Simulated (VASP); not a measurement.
Input of a VASP 6.6.1 run:

File INCAR:

```
ALGO = Normal ; EDIFF = 1E-6
ENCUT = 520 ; GGA = PS
ISIF = 2 ; ISMEAR = -1
LASPH = True ; LCHARG = False
LREAL = False ; LWAVE = False
NBANDS = 14 ; NELM = 60
PREC = Accurate ; SIGMA = 0.1
```

File KPOINTS:

```
k-points
0
Gamma
  18 18 18
```

File POSCAR:

```
HfC
1.0
    0.0000000000      2.3036722454      2.3036722454
    2.3036722454      0.0000000000      2.3036722454
    2.3036722454      2.3036722454      0.0000000000
Hf C
1 1
Direct
    0.5000000000      0.5000000000      0.5000000000
    0.0000000000      0.0000000000      0.0000000000
```

Potentials or basis: VASP PAW PBE potentials, release 64 (Hf_pv, C).

Run with:

```bash
$ cat potpaw_PBE.64/Hf_pv/POTCAR potpaw_PBE.64/C/POTCAR > POTCAR
$ mpirun -np 1 vasp_std > vasp.out
```

Q: Predict the band gap on the k mesh.

A: Zero (band 7 reaches 7.06 eV, above the bottom of band 8 at 5.60 eV).

Q: Estimate the pressure.

A: -0.4 GPa.

Caveat: the PAW data sets were made with another functional, which shifts forces and pressure a little; spin-orbit coupling is left out, which moves the levels of the heavy elements.
